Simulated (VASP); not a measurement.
# SrCl2 in VASP: further runs, part 2 of 3

VASP 6.6.1. The steps go on from the part before.

### Step 3. Single point, PBE

Contents of INCAR:

```
PREC = Accurate
ENCUT = 520
EDIFF = 1E-7
ISMEAR = 0
SIGMA = 0.05
LREAL = False
LASPH = True
NELM = 100
ALGO = Normal
ISIF = 2
LWAVE = False
LCHARG = False
GGA = PE
NBANDS = 19
```

Contents of KPOINTS:

```
regular mesh
0
Gamma
  6 6 6
```

Contents of POSCAR:

```
SrCl2
1.0
    0.0000000000      3.6248030883      3.5896108253
    3.3432649843      0.0000000000      3.5896108253
    3.3432649843      3.6248030883      0.0000000000
Sr Cl
1 2
Direct
    0.0000000000      0.0000000000      0.0000000000
    0.2500000000      0.2500000000      0.2500000000
    0.7500000000      0.7500000000      0.7500000000
```

Potentials or basis: VASP PAW PBE potentials, release 64 (Sr_sv, Cl).

Run with:

```console
$ cat potpaw_PBE.64/Sr_sv/POTCAR potpaw_PBE.64/Cl/POTCAR > POTCAR
$ mpirun -np 1 vasp_std > vasp.out
```

OUTCAR:

```text
PREC = Accurate
   ENCUT = 520
   EDIFF = 1E-7
   ISMEAR = 0
   LREAL = False
   LASPH = True
   NELM = 100
   ISIF = 2
   GGA = PE

 ion  position               nearest neighbor table
   1  0.000  0.000  0.000-   3 3.05   3 3.05   2 3.05   3 3.05   2 3.05   2 3.05   2 3.05   3 3.05

   2  0.250  0.250  0.250-   1 3.05   1 3.05   1 3.05   1 3.05
   3  0.750  0.750  0.750-   1 3.05   1 3.05   1 3.05   1 3.05

  LATTYP: Found a face centered orthorhombic cell.
 ALAT       =     6.6865299686
 B/A-ratio  =     1.0736842105
 C/A-ratio  =     1.0842105263

  Lattice vectors:

 A1 = (   0.0000000000,   3.6248030883,  -3.5896108253)
 A2 = (   3.3432649843,   3.6248030883,   0.0000000000)
 A3 = (   3.3432649843,   0.0000000000,  -3.5896108253)

Analysis of symmetry for initial positions (statically):
=====================================================================
 Subroutine PRICEL returns:
 Original cell was already a primitive cell.

 Routine SETGRP: Setting up the symmetry group for a
 face centered orthorhombic supercell.

 Subroutine GETGRP returns: Found  8 space group operations
 (whereof  8 operations were pure point group operations)
 out of a pool of  8 trial point group operations.

The static configuration has the point symmetry D_2h.

Analysis of symmetry for dynamics (positions and initial velocities):
=====================================================================
 Subroutine PRICEL returns:
 Original cell was already a primitive cell.

 Routine SETGRP: Setting up the symmetry group for a
 face centered orthorhombic supercell.

 Subroutine GETGRP returns: Found  8 space group operations
 (whereof  8 operations were pure point group operations)
 out of a pool of  8 trial point group operations.

The dynamic configuration has the point symmetry D_2h.

 Subroutine INISYM returns: Found  8 space group operations
 (whereof  8 operations are pure point group operations),
 and found     1 'primitive' translations

----------------------------------------------------------------------------------------

                                     Primitive cell

  volume of cell :      87.0027

  direct lattice vectors                    reciprocal lattice vectors
     0.000000000  3.624803088  3.589610825    -0.149554403  0.137938527  0.139290866
     3.343264984  0.000000000  3.589610825     0.149554403 -0.137938527  0.139290866
     3.343264984  3.624803088  0.000000000     0.149554403  0.137938527 -0.139290866

  length of vectors
     5.101421695  4.905377318  4.931188314     0.246567439  0.246567439  0.246567439

  position of ions in fractional coordinates (direct lattice)
     0.000000000  0.000000000  0.000000000
     0.250000000  0.250000000  0.250000000
     0.750000000  0.750000000  0.750000000

  ion indices of the primitive-cell ions
   primitive index   ion index
                 1           1
                 2           2
                 3           3

----------------------------------------------------------------------------------------

 KPOINTS: regular mesh

Automatic generation of k-mesh.
 Grid dimensions read from file:
 generate k-points for:    6    6    6

 Generating k-lattice:

  Cartesian coordinates                     Fractional coordinates (reciprocal lattice)
    -0.024925734  0.022989755  0.023215144     0.166666667  0.000000000  0.000000000
     0.024925734 -0.022989755  0.023215144     0.000000000  0.166666667 -0.000000000
     0.024925734  0.022989755 -0.023215144     0.000000000 -0.000000000  0.166666667

  Length of vectors
     0.041094573  0.041094573  0.041094573

  Shift w.r.t. Gamma in fractional coordinates (k-lattice)
     0.000000000  0.000000000  0.000000000

 Subroutine IBZKPT returns following result:
 ===========================================

 Found     46 irreducible k-points:

 Following reciprocal coordinates:
            Coordinates               Weight
  0.000000  0.000000  0.000000      1.000000
  0.166667  0.000000  0.000000      8.000000
  0.333333  0.000000  0.000000      8.000000
  0.500000  0.000000  0.000000      4.000000
  0.166667  0.166667  0.000000      2.000000
  0.333333  0.166667  0.000000      8.000000
[... 16 lines left out ...]
 -0.166667  0.166667  0.166667      8.000000
  0.500000  0.333333  0.166667      4.000000
 [... further k-points ...]
   k-points           NKPTS =     46   k-points in BZ     NKDIM =     46   number of bands    NBANDS=     19
   number of dos      NEDOS =    301   number of ions     NIONS =      3
   total plane-waves  NPLWV =  57600
   dimension x,y,z NGX =    40 NGY =   36 NGZ =   40
   dimension x,y,z NGXF=    80 NGYF=   72 NGZF=   80
   ions per type =               1   2
   NGX,Y,Z   is equivalent  to a cutoff of  13.04, 12.20, 13.49 a.u.
   NGXF,Y,Z  is equivalent  to a cutoff of  26.07, 24.40, 26.97 a.u.
 SYSTEM =  unknown system
   PREC   = accura    normal or accurate (medium, high low for compatibility)
   ISTART =      0    job   : 0-new  1-cont  2-samecut
   ICHARG =      2    charge: 1-file 2-atom 10-const
   ISPIN  =      1    spin polarized calculation?
   LNONCOLLINEAR =      F non collinear calculations
   LSORBIT =      F    spin-orbit coupling
   LASPH  =      T    aspherical Exc in radial PAW
   ENCUT  =  520.0 eV  38.22 Ry    6.18 a.u.   9.49  9.12  9.17*2*pi/ulx,y,z
   NELM   =    100;   NELMIN=  2; NELMDL= -5     # of ELM steps
   EDIFF  = 0.1E-06   stopping-criterion for ELM
   LREAL  =      F    real-space projection
   EDIFFG = 0.1E-05   stopping-criterion for IOM
   NSW    =      0    number of steps for IOM
   IBRION =     -1    ionic relax: 0-MD 1-quasi-New 2-CG
   NFREE  =      0    steps in history (QN), initial steepest desc. (CG)
   ISIF   =      2    stress and relaxation
   ISYM   =      2    0-nonsym 1-usesym 2-fastsym
   POTIM  = 0.5000    time-step for ionic-motion
   TEBEG  =    0.0;   TEEND  =   0.0 temperature during run
   PSTRESS=    0.0 pullay stress
   NELECT =      24.0000    total number of electrons
   NUPDOWN=      -1.0000    fix difference up-down
   EMIN   =  10.00;   EMAX   =-10.00  energy-range for DOS
   EFERMI =   0.00;   METHOD = LEGACY
   ISMEAR =     0;   SIGMA  =   0.05  broadening in eV -4-tet -1-fermi 0-gaus
   EFERMI_NEDOS =   21; number of points for ismear=-14 and -15
   IALGO  =     38    algorithm
   IMIX   =      4    mixing-type and parameters
     AMIX     =   0.40;   BMIX     =  1.00
     AMIX_MAG =   1.60;   BMIX_MAG =  1.00
  volume/ion in A,a.u.               =      29.00       195.71
  Fermi-wavevector in a.u.,A,eV,Ry     =   1.065699  2.013878 15.452320  1.135713
  Thomas-Fermi vector in A             =   2.201259
   LORBIT       =      0    0 simple, 1 ext, 2 COOP (PROOUT), +10 PAW based schemes
   GGA     = PE    functional components
   LHFCALC =     F    Hartree Fock is set to
   AEXX    =    0.0000 exact exchange contribution
   IVDW    =     0    specifies the selected vdW correction
   LEPSILON=     F    determine dielectric tensor
   LRPA    =     F    only Hartree local field effects (RPA)
 non-spin polarized calculation
 Gauss-broadening in eV      SIGMA  =   0.05
  energy-cutoff  :      520.00
  volume of cell :       87.00
 maximum number of plane-waves:      2370
 NGX is ok and might be reduce to    40
   NGX = 19   NGY = 19   NGZ = 19

 number of electron      24.0000002 magnetization

 Free energy of the ion-electron system (eV)
  ---------------------------------------------------
  ext. energy  EPLUGINS =         0.00000000
  ---------------------------------------------------
  free energy    TOTEN  =       -12.73736203 eV

  energy without entropy =      -12.73736203  energy(sigma->0) =      -12.73736203

 E-fermi :   0.6633     XC(G=0):  -8.1777

 val. band max:        0.3515901929   @ k =   0.0000   0.5000   0.5000
 cond. band min:       5.1301954617   @ k =   0.0000   0.0000   0.0000
 fundamental gap:      4.7786052688
 Fermi energy:         0.6633273493

 k-point     1 :       0.0000    0.0000    0.0000
  band No.  band energies     occupation
      1     -32.9880      2.00000
      2     -14.9819      2.00000
      3     -14.9618      2.00000
      4     -14.9585      2.00000
      5     -13.2255      2.00000
      6     -12.3957      2.00000
[... 11 lines left out ...]
     18       9.0587      0.00000
     19       9.1412      0.00000
[... 485 lines left out ...]
 k-point    24 :       0.5000    0.3333    0.1667
  band No.  band energies     occupation
      1     -32.9851      2.00000
      2     -15.1693      2.00000
      3     -15.0531      2.00000
      4     -14.9762      2.00000
      5     -12.7334      2.00000
      6     -12.5611      2.00000
[... 11 lines left out ...]
     18       8.4945      0.00000
     19       9.6878      0.00000

 [... further k-points ...]
[... 5 lines left out ...]
  --------------------------------------------------------------------------------------
  -------------------------------------------------------------------------------------
  Total        1.5521306     -0.7095386     -0.4544587      0.0000000      0.0000000      0.0000000
  in kB       28.5828978    -13.0663415     -8.3689787      0.0000000      0.0000000      0.0000000
  external PRESSURE =       2.3825259 kB  Pullay stress =       0.0000000 kB

 VOLUME and BASIS-vectors are now :
 -----------------------------------------------------------------------------
  energy-cutoff  :      520.00
  volume of cell :       87.00
      direct lattice vectors                 reciprocal lattice vectors
     0.000000000  3.624803088  3.589610825    -0.149554403  0.137938527  0.139290866
     3.343264984  0.000000000  3.589610825     0.149554403 -0.137938527  0.139290866
     3.343264984  3.624803088  0.000000000     0.149554403  0.137938527 -0.139290866

 POSITION                                       TOTAL-FORCE (eV/Angst)
 -----------------------------------------------------------------------------------
      0.00000      0.00000      0.00000         0.000000     -0.000000      0.000000
      1.67163      1.81240      1.79481         0.000000      0.000000      0.000000
      5.01490      5.43720      5.38442        -0.000000     -0.000000      0.000000
 -----------------------------------------------------------------------------------
    total drift:                               -0.000000     -0.000000      0.000000

  FREE ENERGIE OF THE ION-ELECTRON SYSTEM (eV)
  ---------------------------------------------------
  free  energy   TOTEN  =       -12.7373620292 eV

  energy  without entropy=      -12.7373620292  energy(sigma->0) =      -12.73736203
```

OSZICAR:

```text
N       E                     dE             d eps       ncg     rms          rms(c)
DAV:   1     0.138999940922E+03    0.13900E+03   -0.11208E+04  1748   0.112E+03
DAV:   2    -0.369523219090E+01   -0.14270E+03   -0.13765E+03  2305   0.220E+02
DAV:   3    -0.127992703431E+02   -0.91040E+01   -0.90743E+01  2393   0.548E+01
DAV:   4    -0.130322317826E+02   -0.23296E+00   -0.23259E+00  2816   0.778E+00
DAV:   5    -0.130351221062E+02   -0.28903E-02   -0.28901E-02  2478   0.818E-01    0.121E+01
DAV:   6    -0.127206378277E+02    0.31448E+00   -0.62966E-01  2099   0.440E+00    0.784E+00
DAV:   7    -0.127272044992E+02   -0.65667E-02   -0.36347E-01  2377   0.359E+00    0.220E+00
DAV:   8    -0.127348252425E+02   -0.76207E-02   -0.54111E-02  1944   0.129E+00    0.393E-01
DAV:   9    -0.127358611889E+02   -0.10359E-02   -0.22166E-03  2253   0.271E-01    0.140E-01
DAV:  10    -0.127372406102E+02   -0.13794E-02   -0.99605E-04  1885   0.183E-01    0.333E-02
DAV:  11    -0.127373386490E+02   -0.98039E-04   -0.65154E-05  2307   0.455E-02    0.418E-02
DAV:  12    -0.127373602965E+02   -0.21647E-04   -0.21904E-05  1892   0.238E-02    0.423E-03
DAV:  13    -0.127373620231E+02   -0.17266E-05   -0.18877E-06  2303   0.752E-03    0.436E-03
DAV:  14    -0.127373620292E+02   -0.60493E-08   -0.40655E-07  1839   0.400E-03
   1 F= -.12737362E+02 E0= -.12737362E+02  d E =-.171410E-20
```

stdout:

```text
POSCAR found type information on POSCAR SrCl
 POSCAR found :  2 types and       3 ions
 scaLAPACK will be used
 LDA part: xc-table for (Slater+PW92), standard interpolation
 POSCAR, INCAR and KPOINTS ok, starting setup
 FFT: planning ... GRIDC
 FFT: planning ... GRID_SOFT
 FFT: planning ... GRID
 WAVECAR not read
 entering main loop
```

Run time: 1.8 min. Hardware: 1 thread of Intel Xeon Platinum 8488C (Sapphire Rapids), shared host; peak memory 0.26 GiB.

Results:

```yaml
Free_energy: -12.7374 eV
Pressure: 0.2 GPa
Band_gap_on_the_k_mesh: 4.78 eV, indirect (least direct gap 5.03 eV)
```

Stress tensor (GPa, compression positive):
```
 2.86  0.00  0.00
 0.00 -1.31  0.00
 0.00  0.00 -0.84
```

Levels at points of the mesh, in eV from the valence-band top:
```
           k point  band 10  band 11  band 12  band 13  band 14  band 15
(0.00, 0.00, 0.00)    -0.88    -0.82    -0.26     4.78     5.51     6.10
(0.50, 0.00, 0.00)    -1.62    -1.38    -1.31     6.27     6.39     7.00
(0.50, 0.50, 0.00)    -1.01    -0.44    -0.30     5.13     6.48     7.21
(0.50, 0.00, 0.50)    -0.94    -0.49    -0.31     5.13     6.41     7.21
(0.00, 0.50, 0.50)    -0.86    -0.78     0.00     5.14     6.97     7.17
```

Caveat: the cell differs from its parent crystal (strain +e along x and -e along y -0.0400, strain +e along z and -e/2 along x and y +0.0200).

(Part 2 of 3 ends here.)
